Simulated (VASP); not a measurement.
# AlP (F-43m) in VASP: elastic constants with r2SCAN+D3(BJ)

Aim: the elastic constants of AlP with r2SCAN+D3(BJ).

Program: VASP 6.6.1. These are calculated values, not measurements. Logs are shortened: lines on timing, memory, paths and dates and some standing lists are left out, and cuts for length are marked.

**1. The cell of the first run**

It takes space group F-43m (No. 216, cubic). Conventional cell: a = 5.457 Å, b = 5.457 Å, c = 5.457 Å, α = 90.00°, β = 90.00°, γ = 90.00°. Within 3.1 Å of Al (site symmetry -43m) lie 4 P at 2.36 Å. P (site symmetry -43m) has 4 Al at 2.36 Å within 3.1 Å.

**2. Elastic constants, r2SCAN+D3(BJ)**

File INCAR:

```
ALGO = Normal
EDIFF = 1E-8
ENCUT = 550
GGA_COMPAT = F
IBRION = 6
ISIF = 3
ISMEAR = 0
IVDW = 12
LASPH = T
LCHARG = F
LMIXTAU = T
LREAL = F
LWAVE = F
METAGGA = R2SCAN
NBANDS = 11
NELM = 120
NFREE = 2
NSW = 1
POTIM = 0.015
PREC = Accurate
SIGMA = 0.01
VDW_A1 = 0.49484001
VDW_A2 = 5.73083694
VDW_S6 = 1.0
VDW_S8 = 0.78981345
```

File KPOINTS:

```
k-points
0
Gamma
  8 8 8
```

File POSCAR:

```
AlP
1.0
    0.0000000000      2.7285000000      2.7285000000
    2.7285000000      0.0000000000      2.7285000000
    2.7285000000      2.7285000000      0.0000000000
Al P
1 1
Direct
    0.0000000000      0.0000000000      0.0000000000
    0.2500000000      0.2500000000      0.2500000000
```

Potentials or basis: VASP PAW PBE potentials, release 64 (Al, P).

Command:

```console
$ cat potpaw_PBE.64/Al/POTCAR potpaw_PBE.64/P/POTCAR > POTCAR
$ mpirun -np 1 vasp_std > vasp.out
```

OUTCAR:

```text
EDIFF = 1E-8
   ENCUT = 550
   IBRION = 6
   ISIF = 3
   ISMEAR = 0
   IVDW = 12
   LASPH = T
   LREAL = F
   METAGGA = R2SCAN
   NELM = 120
   NFREE = 2
   NSW = 1
   POTIM = 0.015
   PREC = Accurate
 IVDW          = 12

 ion  position               nearest neighbor table
   1  0.000  0.000  0.000-   2 2.36   2 2.36   2 2.36   2 2.36
   2  0.250  0.250  0.250-   1 2.36   1 2.36   1 2.36   1 2.36

  LATTYP: Found a face centered cubic cell.
 ALAT       =     5.4570000000

  Lattice vectors:

 A1 = (   0.0000000000,   2.7285000000,   2.7285000000)
 A2 = (   2.7285000000,   0.0000000000,   2.7285000000)
 A3 = (   2.7285000000,   2.7285000000,   0.0000000000)

Analysis of symmetry for initial positions (statically):
=====================================================================
 Subroutine PRICEL returns:
 Original cell was already a primitive cell.

 Routine SETGRP: Setting up the symmetry group for a
 face centered cubic supercell.

 Subroutine GETGRP returns: Found 24 space group operations
 (whereof 24 operations were pure point group operations)
 out of a pool of 48 trial point group operations.

The static configuration has the point symmetry T_d .

Analysis of symmetry for dynamics (positions and initial velocities):
=====================================================================
 Subroutine PRICEL returns:
 Original cell was already a primitive cell.

 Routine SETGRP: Setting up the symmetry group for a
 face centered cubic supercell.

 Subroutine GETGRP returns: Found 24 space group operations
 (whereof 24 operations were pure point group operations)
 out of a pool of 48 trial point group operations.

The dynamic configuration has the point symmetry T_d .

 Subroutine INISYM returns: Found 24 space group operations
 (whereof 24 operations are pure point group operations),
 and found     1 'primitive' translations

----------------------------------------------------------------------------------------

                                     Primitive cell

  volume of cell :      40.6258

  direct lattice vectors                    reciprocal lattice vectors
     0.000000000  2.728500000  2.728500000    -0.183250870  0.183250870  0.183250870
     2.728500000  0.000000000  2.728500000     0.183250870 -0.183250870  0.183250870
     2.728500000  2.728500000  0.000000000     0.183250870  0.183250870 -0.183250870

  length of vectors
     3.858681705  3.858681705  3.858681705     0.317399818  0.317399818  0.317399818

  position of ions in fractional coordinates (direct lattice)
     0.000000000  0.000000000  0.000000000
     0.250000000  0.250000000  0.250000000

  ion indices of the primitive-cell ions
   primitive index   ion index
                 1           1
                 2           2

----------------------------------------------------------------------------------------

 KPOINTS: k-points

Automatic generation of k-mesh.
 Grid dimensions read from file:
 generate k-points for:    8    8    8

 Generating k-lattice:

  Cartesian coordinates                     Fractional coordinates (reciprocal lattice)
    -0.022906359  0.022906359  0.022906359     0.125000000  0.000000000  0.000000000
     0.022906359 -0.022906359  0.022906359     0.000000000  0.125000000  0.000000000
     0.022906359  0.022906359 -0.022906359     0.000000000  0.000000000  0.125000000

  Length of vectors
     0.039674977  0.039674977  0.039674977

  Shift w.r.t. Gamma in fractional coordinates (k-lattice)
     0.000000000  0.000000000  0.000000000

 Subroutine IBZKPT returns following result:
 ===========================================

 Found     29 irreducible k-points:

 Following reciprocal coordinates:
            Coordinates               Weight
  0.000000  0.000000  0.000000      1.000000
  0.125000  0.000000  0.000000      8.000000
  0.250000  0.000000  0.000000      8.000000
  0.375000  0.000000  0.000000      8.000000
  0.500000  0.000000  0.000000      4.000000
  0.125000  0.125000  0.000000      6.000000
[... 16 lines left out ...]
  0.500000  0.250000  0.125000     48.000000
 -0.375000  0.250000  0.125000     24.000000
 [... further k-points ...]
   k-points           NKPTS =     29   k-points in BZ     NKDIM =     29   number of bands    NBANDS=     11
   number of dos      NEDOS =    301   number of ions     NIONS =      2
   total plane-waves  NPLWV =  27000
   dimension x,y,z NGX =    30 NGY =   30 NGZ =   30
   dimension x,y,z NGXF=    60 NGYF=   60 NGZF=   60
   ions per type =               1   1
   NGX,Y,Z   is equivalent  to a cutoff of  12.93, 12.93, 12.93 a.u.
   NGXF,Y,Z  is equivalent  to a cutoff of  25.85, 25.85, 25.85 a.u.
 SYSTEM =  unknown system
   PREC   = accura    normal or accurate (medium, high low for compatibility)
   ISTART =      0    job   : 0-new  1-cont  2-samecut
   ICHARG =      2    charge: 1-file 2-atom 10-const
   ISPIN  =      1    spin polarized calculation?
   LNONCOLLINEAR =      F non collinear calculations
   LSORBIT =      F    spin-orbit coupling
   LASPH  =      T    aspherical Exc in radial PAW
   ENCUT  =  550.0 eV  40.42 Ry    6.36 a.u.   7.38  7.38  7.38*2*pi/ulx,y,z
   NELM   =    120;   NELMIN=  2; NELMDL= -5     # of ELM steps
   EDIFF  = 0.1E-07   stopping-criterion for ELM
   LREAL  =      F    real-space projection
   EDIFFG = 0.1E-06   stopping-criterion for IOM
   NSW    =     61    number of steps for IOM
   IBRION =      6    ionic relax: 0-MD 1-quasi-New 2-CG
   NFREE  =      2    steps in history (QN), initial steepest desc. (CG)
   ISIF   =      3    stress and relaxation
   ISYM   =      2    0-nonsym 1-usesym 2-fastsym
   POTIM  = 0.0150    time-step for ionic-motion
   TEBEG  =    0.0;   TEEND  =   0.0 temperature during run
   PSTRESS=    0.0 pullay stress
   NELECT =       8.0000    total number of electrons
   NUPDOWN=      -1.0000    fix difference up-down
   EMIN   =  10.00;   EMAX   =-10.00  energy-range for DOS
   EFERMI =   0.00;   METHOD = LEGACY
   ISMEAR =     0;   SIGMA  =   0.01  broadening in eV -4-tet -1-fermi 0-gaus
   EFERMI_NEDOS =   21; number of points for ismear=-14 and -15
   IALGO  =     38    algorithm
   IMIX   =      4    mixing-type and parameters
     AMIX     =   0.40;   BMIX     =  1.00
     AMIX_MAG =   1.60;   BMIX_MAG =  1.00
  volume/ion in A,a.u.               =      20.31       137.08
  Fermi-wavevector in a.u.,A,eV,Ry     =   0.952440  1.799850 12.342410  0.907142
  Thomas-Fermi vector in A             =   2.081003
   LORBIT       =      0    0 simple, 1 ext, 2 COOP (PROOUT), +10 PAW based schemes
   METAGGA = R2SCAN    functional components
   LHFCALC =     F    Hartree Fock is set to
   AEXX    =    0.0000 exact exchange contribution
   IVDW    =    12    specifies the selected vdW correction
   LEPSILON=     F    determine dielectric tensor
   LRPA    =     F    only Hartree local field effects (RPA)
 finite differences with symmetry
 non-spin polarized calculation
 Gauss-broadening in eV      SIGMA  =   0.01
  energy-cutoff  :      550.00
  volume of cell :       40.63
 maximum number of plane-waves:      1243
 NGX is ok and might be reduce to    30
   NGX = 15   NGY = 15   NGZ = 15

--------------------------------------- Ionic step        1  -------------------------------------------

 number of electron       7.9999999 magnetization

 Free energy of the ion-electron system (eV)
  ---------------------------------------------------
  ext. energy  EPLUGINS =         0.00000000
  ---------------------------------------------------
  free energy    TOTEN  =       -17.20877431 eV

  energy without entropy =      -17.20877431  energy(sigma->0) =      -17.20877431

------------------------ aborting loop because EDIFF is reached ----------------------------------------

 Edisp (eV)   -0.29153

 E8    (eV) :    -0.0929
[... 105 lines left out ...]
  FREE ENERGIE OF THE ION-ELECTRON SYSTEM (eV)
  ---------------------------------------------------
  free  energy   TOTEN  =       -17.4977313143 eV

  energy  without entropy=      -17.4977313143  energy(sigma->0) =      -17.49773131

[... ionic steps 4 to 14 ...]

--------------------------------------- Ionic step       15  -------------------------------------------

 number of electron       7.9999999 magnetization

------------------------ aborting loop because EDIFF is reached ----------------------------------------
[... 75 lines left out ...]
--------------------------------------- Ionic step       17  -------------------------------------------

 number of electron       8.0000000 magnetization

 Free energy of the ion-electron system (eV)
  ---------------------------------------------------
  ext. energy  EPLUGINS =         0.00000000
  ---------------------------------------------------
  free energy    TOTEN  =       -17.20759364 eV

  energy without entropy =      -17.20759364  energy(sigma->0) =      -17.20759364

 E-fermi :   4.5740     XC(G=0):  -9.6373

 val. band max:        4.4656694136   @ k =   0.0000   0.0000   0.0000
 cond. band min:       6.3283903719   @ k =   0.0000   0.5000   0.5000
 fundamental gap:      1.8627209583
 Fermi energy:         4.5739881776

 k-point     1 :       0.0000    0.0000    0.0000
  band No.  band energies     occupation
      1      -7.5767      2.00000
      2       4.3781      2.00000
      3       4.4226      2.00000
      4       4.4657      2.00000
      5       8.4403      0.00000
      6       9.3857      0.00000
      7       9.4009      0.00000
      8       9.4177      0.00000
      9      13.7341      0.00000
     10      13.7355      0.00000
     11      15.6346      0.00000
[... 309 lines left out ...]
 k-point    24 :      -0.3750    0.2500    0.1250
  band No.  band energies     occupation
      1      -5.4955      2.00000
      2      -0.8977      2.00000
      3       1.7667      2.00000
      4       2.9143      2.00000
      5       8.8029      0.00000
      6       9.4394      0.00000
      7      11.8563      0.00000
      8      12.7001      0.00000
      9      14.1119      0.00000
     10      16.6687      0.00000
     11      18.0011      0.00000

 [... further k-points ...]

------------------------ aborting loop because EDIFF is reached ----------------------------------------

 Edisp (eV)   -0.29153

 E8    (eV) :    -0.0929
[... 25 lines left out ...]
  FREE ENERGIE OF THE ION-ELECTRON SYSTEM (eV)
  ---------------------------------------------------
  free  energy   TOTEN  =       -17.4991230448 eV

  energy  without entropy=      -17.4991230448  energy(sigma->0) =      -17.49912304

 INTERNAL STRAIN TENSORS FROM STRAINED CELLS
 ============================================

 INTERNAL STRAIN TENSOR FOR ION    1 for displacements in x,y,z  (eV/Angst):
          X           Y           Z          XY          YZ          ZX
  --------------------------------------------------------------------------------
  x     0.00000     0.00000    -0.00000    -0.00000     8.44481     0.00000
  y     0.00000     0.00000    -0.00000     0.00000     0.00000     8.44473
  z    -0.00000     0.00000    -0.00000     8.44467     0.00000     0.00000

 INTERNAL STRAIN TENSORS FROM DISPLACED ATOMS
 ============================================

 INTERNAL STRAIN TENSOR FOR ION    1 for displacements in x,y,z  (eV/Angst):
          X           Y           Z          XY          YZ          ZX
  --------------------------------------------------------------------------------
  x    -0.00000    -0.00000    -0.00000     0.00000     8.41781     0.00000
  y     0.00000    -0.00000     0.00000     0.00000     0.00000     8.41781
  z     0.00000    -0.00000    -0.00000     8.41781     0.00000     0.00000

 INTERNAL STRAIN TENSOR FOR ION    2 for displacements in x,y,z  (eV/Angst):
          X           Y           Z          XY          YZ          ZX
  --------------------------------------------------------------------------------
  x     0.00000    -0.00000    -0.00000     0.00000    -8.46891     0.00000
  y     0.00000     0.00000     0.00000     0.00000     0.00000    -8.46891
  z    -0.00000    -0.00000     0.00000    -8.46891     0.00000     0.00000

 Eigenvectors and eigenvalues of the dynamical matrix
 ----------------------------------------------------

   1 f  =   13.328242 THz    83.743816 2PiTHz  444.582306 cm-1    55.121156 meV
             X         Y         Z           dx          dy          dz
      0.000000  0.000000  0.000000     0.729511    0.000000    0.000000
      1.364250  1.364250  1.364250    -0.683969    0.000000    0.000000
[... 21 lines left out ...]
   6 f/i=    0.030231 THz     0.189947 2PiTHz    1.008399 cm-1     0.125026 meV
             X         Y         Z           dx          dy          dz
      0.000000  0.000000  0.000000    -0.411752   -0.482492   -0.255882
      1.364250  1.364250  1.364250    -0.439168   -0.514619   -0.272920

--------------------------------------------------------------------------------------------------------

 ELASTIC MODULI CONTR FROM IONIC RELAXATION (kBar)
 Direction    XX          YY          ZZ          XY          YZ          ZX
 --------------------------------------------------------------------------------
 XX          -0.0000      0.0000      0.0000     -0.0000      0.0000     -0.0000
 YY           0.0000     -0.0000     -0.0000      0.0000      0.0000      0.0000
 ZZ           0.0000     -0.0000     -0.0000      0.0000      0.0000      0.0000
 XY          -0.0000      0.0000      0.0000   -268.1627      0.0000      0.0000
 YZ           0.0000      0.0000      0.0000      0.0000   -268.1627      0.0000
 ZX          -0.0000      0.0000      0.0000      0.0000      0.0000   -268.1627
 --------------------------------------------------------------------------------

 TOTAL ELASTIC MODULI (kBar)
 Direction    XX          YY          ZZ          XY          YZ          ZX
 --------------------------------------------------------------------------------
 XX        1394.1898    688.4914    688.4914     -0.0000      0.0000      0.0000
 YY         688.4914   1394.1898    688.4914      0.0000      0.0000      0.0000
 ZZ         688.4914    688.4914   1394.1898      0.0000     -0.0000     -0.0000
 XY          -0.0000      0.0000      0.0000    681.6818      0.0000      0.0000
 YZ           0.0000      0.0000     -0.0000      0.0000    681.6818      0.0000
 ZX           0.0000      0.0000     -0.0000      0.0000      0.0000    681.6818
 --------------------------------------------------------------------------------
```

Wall time 59 min (1 thread of Oxide Virtual Turin-like, shared host); peak memory 0.23 GiB.

What came out:

```yaml
Elastic_constants_C11_C12_C44: 139, 69, 68 GPa
Voigt_bulk_modulus: 92 GPa
Highest_phonon_frequency_at_Γ_LO-TO_splitting_left_out: 445 cm⁻¹
Dispersion_energy_per_atom: -0.146 eV
```

Phonon frequencies in cm⁻¹ (negative: imaginary):
| q point | frequencies |
| --- | --- |
| (0.000, 0.000, 0.000) | -1 -1 -1 445 445 445 |

Elastic tensor in Voigt notation (GPa, in the Cartesian axes of the cell as first typed):
```
139  69  69   0   0   0
 69 139  69   0   0   0
 69  69 139   0   0   0
  0   0   0  68   0   0
  0   0   0   0  68   0
  0   0   0   0   0  68
```

Clamped-ion elastic tensor (GPa):
```
139  69  69   0   0   0
 69 139  69   0   0   0
 69  69 139   0   0   0
  0   0   0  95   0   0
  0   0   0   0  95   0
  0   0   0   0   0  95
```

Caveat: the PAW data sets were made with another functional, which shifts forces and pressure a little.
